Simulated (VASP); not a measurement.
A run of VASP 6.6.1:

INCAR

```
PREC = Accurate
ENCUT = 520
EDIFF = 1E-6
ISMEAR = 0
SIGMA = 0.15
LREAL = F
LASPH = T
NELM = 80
ALGO = Fast
ISIF = 2
LWAVE = F
LCHARG = F
GGA = PS
NBANDS = 18
```

File KPOINTS:

```
Automatic mesh
0
Gamma
  14 14 14
```

Contents of POSCAR:

```
Cu
1.0
    1.2147975457     -3.9598457492      0.0000000000
    1.2147975457      3.9598457492      0.0000000000
    0.0000000000      0.0000000000      2.4677050578
Cu
2
Direct
    0.1944943898      0.9435084010      0.2819427089
    0.8055056102      0.0564915990      0.7180572911
```

Potentials or basis: VASP PAW PBE potentials, release 64 (Cu).

Launch:

```sh
$ cat potpaw_PBE.64/Cu/POTCAR > POTCAR
$ mpirun -np 1 vasp_std > vasp.out
```

Hardware: 1 thread of Intel(R) Xeon(R) Platinum 8259CL CPU @ 2.50GHz (Skylake/Cascade Lake), on a shared host.

Q: Estimate the wall time of this run.

A: It took 10 min on 1 thread of Intel(R) Xeon(R) Platinum 8259CL CPU @ 2.50GHz (Skylake/Cascade Lake), with other jobs on the host, peak memory 0.56 GiB. Counts: scf iterations 14, k points 1376.
